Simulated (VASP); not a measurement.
# WSe2 in VASP: notebook

WSe2 is run at these levels: r2SCAN, PBE+D4; tasks: single point, relaxation of cell and atoms.

All numbers are computed with VASP 6.6.1; they aren't measurements. Logs are shortened: lines on timing, memory, paths and dates and some standing lists are left out, and cuts for length are marked.

## 1. The cell of the first run

The structure is trigonal, space group P-3m1 (No. 164). Conventional cell: a = 3.300 Å, b = 3.300 Å, c = 13.150 Å, α = 90.00°, β = 90.00°, γ = 120.00°. W (site symmetry 3m) has 6 Se at 2.53 Å and 6 W at 3.30 Å within 3.3 Å. Se (site symmetry 3m) has 3 W at 2.53 Å and 7 Se at 3.30 to 3.33 Å within 3.4 Å. Se (site symmetry 3m) has 3 W at 2.53 Å and 7 Se at 3.30 to 3.33 Å within 3.4 Å.

## 2. Single point, r2SCAN

Input file POSCAR:

```
WSe2
1.0
    3.2996318046      0.0000000000      0.0000000000
   -1.6498159023      2.8575649659      0.0000000000
    0.0000000000      0.0000000000     13.1495853360
W Se
2 4
Direct
    0.6666666667      0.3333333333      0.2501999111
    0.3333333333      0.6666666667      0.7498000889
    0.3333333333      0.6666666667      0.3768527017
    0.6666666667      0.3333333333      0.8764523353
    0.3333333333      0.6666666667      0.1235476647
    0.6666666667      0.3333333333      0.6231472983
```

Input file INCAR.step1:

```
ALGO     = Normal         # electronic algorithm
EDIFF    = 1E-4           # SCF threshold, eV
ENCUT    = 520            # plane-wave cutoff, eV
GGA      = PE             # functional
ISMEAR   = 0              # smearing method
LASPH    = True           # aspherical terms in the spheres
LCHARG   = False          # write CHGCAR
LREAL    = False          # projectors in reciprocal space
LWAVE    = True           # write WAVECAR
NBANDS   = 35             # bands
NELM     = 100            # most SCF steps
PREC     = Accurate       # precision mode
SIGMA    = 0.01           # smearing width, eV
```

Input file INCAR.step2:

```
ALGO     = Normal         # electronic algorithm
EDIFF    = 1E-7           # SCF threshold, eV
ENCUT    = 520            # plane-wave cutoff, eV
ISIF     = 2              # what is computed and relaxed
ISMEAR   = 0              # smearing method
ISTART   = 1            
LASPH    = True           # aspherical terms in the spheres
LCHARG   = False          # write CHGCAR
LMIXTAU  = True         
LREAL    = False          # projectors in reciprocal space
LWAVE    = False          # write WAVECAR
METAGGA  = R2SCAN         # meta-GGA
NBANDS   = 35             # bands
NELM     = 100            # most SCF steps
PREC     = Accurate       # precision mode
SIGMA    = 0.01           # smearing width, eV
```

Input file KPOINTS:

```
k-points
0
Gamma
  12 12 2
```

Potentials or basis: VASP PAW PBE potentials, release 64 (W_sv, Se).

On the command line:

```bash
cat potpaw_PBE.64/W_sv/POTCAR potpaw_PBE.64/Se/POTCAR > POTCAR
cp INCAR.step1 INCAR
mpirun -np 1 vasp_std > vasp.out
cp INCAR.step2 INCAR
mpirun -np 1 vasp_std > vasp.out
```

OUTCAR:

```text
EDIFF = 1E-7
   ENCUT = 520
   ISIF = 2
   ISMEAR = 0
   ISTART = 1
   LASPH = True
   LREAL = False
   METAGGA = R2SCAN
   NELM = 100
   PREC = Accurate

 ion  position               nearest neighbor table
   1  0.667  0.333  0.250-   5 2.53   5 2.53   5 2.53   3 2.53   3 2.53   3 2.53
   2  0.333  0.667  0.750-   4 2.53   4 2.53   4 2.53   6 2.53   6 2.53   6 2.53
   3  0.333  0.667  0.377-   1 2.53   1 2.53   1 2.53
   4  0.667  0.333  0.876-   2 2.53   2 2.53   2 2.53
   5  0.333  0.667  0.124-   1 2.53   1 2.53   1 2.53
   6  0.667  0.333  0.623-   2 2.53   2 2.53   2 2.53

  LATTYP: Found a hexagonal cell.
 ALAT       =     3.2996318046
 C/A-ratio  =     3.9851674716

  Lattice vectors:

 A1 = (   3.2996318046,   0.0000000000,   0.0000000000)
 A2 = (  -1.6498159023,   2.8575649659,   0.0000000000)
 A3 = (   0.0000000000,   0.0000000000,  13.1495853360)

Analysis of symmetry for initial positions (statically):
=====================================================================
 Subroutine PRICEL returns:
 Original cell was already a primitive cell.

 Routine SETGRP: Setting up the symmetry group for a
 hexagonal supercell.

 Subroutine GETGRP returns: Found 12 space group operations
 (whereof 12 operations were pure point group operations)
 out of a pool of 24 trial point group operations.

The static configuration has the point symmetry D_3d.

Analysis of symmetry for dynamics (positions and initial velocities):
=====================================================================
 Subroutine PRICEL returns:
 Original cell was already a primitive cell.

 Routine SETGRP: Setting up the symmetry group for a
 hexagonal supercell.

 Subroutine GETGRP returns: Found 12 space group operations
 (whereof 12 operations were pure point group operations)
 out of a pool of 24 trial point group operations.

The dynamic configuration has the point symmetry D_3d.

 Subroutine INISYM returns: Found 12 space group operations
 (whereof 12 operations are pure point group operations),
 and found     1 'primitive' translations

----------------------------------------------------------------------------------------

                                     Primitive cell

  volume of cell :     123.9863

  direct lattice vectors                    reciprocal lattice vectors
     3.299631805  0.000000000  0.000000000     0.303064117  0.174974150  0.000000000
    -1.649815902  2.857564966  0.000000000     0.000000000  0.349948299  0.000000000
     0.000000000  0.000000000 13.149585336     0.000000000  0.000000000  0.076048025

  length of vectors
     3.299631805  3.299631805 13.149585336     0.349948299  0.349948299  0.076048025

  position of ions in fractional coordinates (direct lattice)
     0.666666667  0.333333333  0.250199911
     0.333333333  0.666666667  0.749800089
     0.333333333  0.666666667  0.376852702
     0.666666667  0.333333333  0.876452335
     0.333333333  0.666666667  0.123547665
     0.666666667  0.333333333  0.623147298

  ion indices of the primitive-cell ions
   primitive index   ion index
                 1           1
                 2           2
                 3           3
                 4           4
                 5           5
                 6           6

----------------------------------------------------------------------------------------

 KPOINTS: k-points

Automatic generation of k-mesh.
 Grid dimensions read from file:
 generate k-points for:   12   12    2

 Generating k-lattice:

  Cartesian coordinates                     Fractional coordinates (reciprocal lattice)
     0.025255343  0.014581179  0.000000000     0.083333333  0.000000000  0.000000000
     0.000000000  0.029162358  0.000000000     0.000000000  0.083333333  0.000000000
     0.000000000  0.000000000  0.038024013     0.000000000  0.000000000  0.500000000

  Length of vectors
     0.029162358  0.029162358  0.038024013

  Shift w.r.t. Gamma in fractional coordinates (k-lattice)
     0.000000000  0.000000000  0.000000000

 Subroutine IBZKPT returns following result:
 ===========================================

 Found     38 irreducible k-points:

 Following reciprocal coordinates:
            Coordinates               Weight
  0.000000  0.000000  0.000000      1.000000
  0.083333 -0.000000  0.000000      6.000000
  0.166667  0.000000  0.000000      6.000000
  0.250000  0.000000  0.000000      6.000000
  0.333333  0.000000  0.000000      6.000000
  0.416667 -0.000000  0.000000      6.000000
[... 16 lines left out ...]
  0.250000  0.000000  0.500000      6.000000
  0.333333  0.000000  0.500000      6.000000
 [... further k-points ...]
   k-points           NKPTS =     38   k-points in BZ     NKDIM =     38   number of bands    NBANDS=     35
   number of dos      NEDOS =    301   number of ions     NIONS =      6
   total plane-waves  NPLWV =  76832
   dimension x,y,z NGX =    28 NGY =   28 NGZ =   98
   dimension x,y,z NGXF=    56 NGYF=   56 NGZF=  196
   ions per type =               2   4
   NGX,Y,Z   is equivalent  to a cutoff of  14.11, 14.11, 12.39 a.u.
   NGXF,Y,Z  is equivalent  to a cutoff of  28.21, 28.21, 24.78 a.u.
 SYSTEM =  unknown system
   PREC   = accura    normal or accurate (medium, high low for compatibility)
   ISTART =      1    job   : 0-new  1-cont  2-samecut
   ICHARG =      0    charge: 1-file 2-atom 10-const
   ISPIN  =      1    spin polarized calculation?
   LNONCOLLINEAR =      F non collinear calculations
   LSORBIT =      F    spin-orbit coupling
   LASPH  =      T    aspherical Exc in radial PAW
   ENCUT  =  520.0 eV  38.22 Ry    6.18 a.u.   6.14  6.14 24.45*2*pi/ulx,y,z
   NELM   =    100;   NELMIN=  2; NELMDL=  0     # of ELM steps
   EDIFF  = 0.1E-06   stopping-criterion for ELM
   LREAL  =      F    real-space projection
   EDIFFG = 0.1E-05   stopping-criterion for IOM
   NSW    =      0    number of steps for IOM
   IBRION =     -1    ionic relax: 0-MD 1-quasi-New 2-CG
   NFREE  =      0    steps in history (QN), initial steepest desc. (CG)
   ISIF   =      2    stress and relaxation
   ISYM   =      2    0-nonsym 1-usesym 2-fastsym
   POTIM  = 0.5000    time-step for ionic-motion
   TEBEG  =    0.0;   TEEND  =   0.0 temperature during run
   PSTRESS=    0.0 pullay stress
   NELECT =      52.0000    total number of electrons
   NUPDOWN=      -1.0000    fix difference up-down
   EMIN   =  10.00;   EMAX   =-10.00  energy-range for DOS
   EFERMI =   0.00;   METHOD = LEGACY
   ISMEAR =     0;   SIGMA  =   0.01  broadening in eV -4-tet -1-fermi 0-gaus
   EFERMI_NEDOS =   21; number of points for ismear=-14 and -15
   IALGO  =     38    algorithm
   IMIX   =      4    mixing-type and parameters
     AMIX     =   0.40;   BMIX     =  1.00
     AMIX_MAG =   1.60;   BMIX_MAG =  1.00
  volume/ion in A,a.u.               =      20.66       139.45
  Fermi-wavevector in a.u.,A,eV,Ry     =   1.225419  2.315707 20.431223  1.501653
  Thomas-Fermi vector in A             =   2.360458
   LORBIT       =      0    0 simple, 1 ext, 2 COOP (PROOUT), +10 PAW based schemes
   METAGGA = R2SCAN    functional components
   LHFCALC =     F    Hartree Fock is set to
   AEXX    =    0.0000 exact exchange contribution
   IVDW    =     0    specifies the selected vdW correction
   LEPSILON=     F    determine dielectric tensor
   LRPA    =     F    only Hartree local field effects (RPA)
 non-spin polarized calculation
 Gauss-broadening in eV      SIGMA  =   0.01
  energy-cutoff  :      520.00
  volume of cell :      123.99
 maximum number of plane-waves:      3378
 NGX is ok and might be reduce to    28
   NGX = 13   NGY = 13   NGZ = 49

 number of electron      51.9999996 magnetization

 Free energy of the ion-electron system (eV)
  ---------------------------------------------------
  ext. energy  EPLUGINS =         0.00000000
  ---------------------------------------------------
  free energy    TOTEN  =      -163.56436058 eV

  energy without entropy =     -163.56436058  energy(sigma->0) =     -163.56436058

 E-fermi :   6.1315     XC(G=0): -11.2677

 val. band max:        5.8643493613   @ k =   0.0000   0.0000   0.0000
 cond. band min:       7.0251323362   @ k =   0.1667   0.1667   0.0000
 fundamental gap:      1.1607829749
 Fermi energy:         6.1315111593

 k-point     1 :       0.0000    0.0000    0.0000
  band No.  band energies     occupation
      1     -70.4438      2.00000
      2     -70.4438      2.00000
      3     -34.0338      2.00000
      4     -34.0338      2.00000
      5     -33.9167      2.00000
      6     -33.9167      2.00000
[... 27 lines left out ...]
     34       8.9067      0.00000
     35      10.8480      0.00000

 k-point     2 :       0.0833   -0.0000    0.0000
  band No.  band energies     occupation
      1     -70.4430      2.00000
      2     -70.4430      2.00000
      3     -34.0306      2.00000
      4     -34.0306      2.00000
      5     -33.9332      2.00000
      6     -33.9332      2.00000
[... 27 lines left out ...]
     34       8.8784      0.00000
     35      11.4362      0.00000

 k-point     3 :       0.1667    0.0000    0.0000
  band No.  band energies     occupation
      1     -70.4409      2.00000
      2     -70.4409      2.00000
      3     -34.0218      2.00000
      4     -34.0218      2.00000
      5     -33.9781      2.00000
      6     -33.9781      2.00000
[... 27 lines left out ...]
     34       9.3443      0.00000
     35      12.3705      0.00000

 k-point     4 :       0.2500    0.0000    0.0000
  band No.  band energies     occupation
      1     -70.4381      2.00000
      2     -70.4381      2.00000
      3     -34.0389      2.00000
      4     -34.0389      2.00000
      5     -34.0098      2.00000
      6     -34.0098      2.00000
[... 27 lines left out ...]
     34       9.8215      0.00000
     35      12.7196      0.00000

 k-point     5 :       0.3333    0.0000    0.0000
  band No.  band energies     occupation
      1     -70.4353      2.00000
      2     -70.4352      2.00000
      3     -34.0991      2.00000
      4     -34.0990      2.00000
      5     -33.9977      2.00000
      6     -33.9977      2.00000
[... 638 lines left out ...]
 k-point    22 :       0.1667    0.0000    0.5000
  band No.  band energies     occupation
      1     -70.4409      2.00000
      2     -70.4409      2.00000
      3     -34.0218      2.00000
      4     -34.0218      2.00000
      5     -33.9781      2.00000
      6     -33.9781      2.00000
[... 27 lines left out ...]
     34       9.2736      0.00000
     35      12.6817      0.00000

 k-point    23 :       0.2500    0.0000    0.5000
  band No.  band energies     occupation
      1     -70.4381      2.00000
      2     -70.4381      2.00000
      3     -34.0389      2.00000
      4     -34.0389      2.00000
      5     -34.0098      2.00000
      6     -34.0098      2.00000
[... 27 lines left out ...]
     34       9.6951      0.00000
     35      12.7459      0.00000

 k-point    24 :       0.3333    0.0000    0.5000
  band No.  band energies     occupation
      1     -70.4352      2.00000
      2     -70.4352      2.00000
      3     -34.0991      2.00000
      4     -34.0991      2.00000
      5     -33.9977      2.00000
      6     -33.9977      2.00000
[... 27 lines left out ...]
     34       9.9862      0.00000
     35      11.9378      0.00000

 [... further k-points ...]
[... 5 lines left out ...]
  --------------------------------------------------------------------------------------
  -------------------------------------------------------------------------------------
  Total        1.3040070      1.3040070      1.2282118      0.0000000      0.0000000      0.0000000
  in kB       16.8506574     16.8506574     15.8712152      0.0000000      0.0000000      0.0000000
  external PRESSURE =      16.5241766 kB  Pullay stress =       0.0000000 kB

 VOLUME and BASIS-vectors are now :
 -----------------------------------------------------------------------------
  energy-cutoff  :      520.00
  volume of cell :      123.99
      direct lattice vectors                 reciprocal lattice vectors
     3.299631805  0.000000000  0.000000000     0.303064117  0.174974150  0.000000000
    -1.649815902  2.857564966  0.000000000     0.000000000  0.349948299  0.000000000
     0.000000000  0.000000000 13.149585336     0.000000000  0.000000000  0.076048025

 POSITION                                       TOTAL-FORCE (eV/Angst)
 -----------------------------------------------------------------------------------
      1.64982      0.95252      3.29003        -0.000000      0.000000     -0.000917
     -0.00000      1.90504      9.85956         0.000000     -0.000000      0.000917
     -0.00000      1.90504      4.95546        -0.000000      0.000000      0.006449
      1.64982      0.95252     11.52498         0.000000     -0.000000      0.010363
     -0.00000      1.90504      1.62460        -0.000000      0.000000     -0.010363
      1.64982      0.95252      8.19413        -0.000000      0.000000     -0.006449
 -----------------------------------------------------------------------------------
    total drift:                                0.000000     -0.000000      0.000000

  FREE ENERGIE OF THE ION-ELECTRON SYSTEM (eV)
  ---------------------------------------------------
  free  energy   TOTEN  =      -163.5643605810 eV

  energy  without entropy=     -163.5643605810  energy(sigma->0) =     -163.56436058
```

It took 7.9 min on 1 thread of Intel Xeon Platinum 8488C (Sapphire Rapids), shared host; peak memory 0.37 GiB.

Results:

```
Free energy            : -163.5644 eV
Pressure               : 1.7 GPa
Largest force          : 0.010 eV/Å
Band gap on the k mesh : 1.16 eV (least direct gap 1.61 eV)
```

Forces on the atoms (eV/Å):
```
W    0.000  0.000 -0.001
W    0.000  0.000  0.001
Se   0.000  0.000  0.006
Se   0.000  0.000  0.010
Se   0.000  0.000 -0.010
Se   0.000  0.000 -0.006
```

Caveat: the PAW data sets were made with another functional, which shifts forces and pressure a little; spin-orbit coupling is left out, which moves the levels of the heavy elements. A k mesh can miss the band edges.

(Part 1 of 2 ends here.)
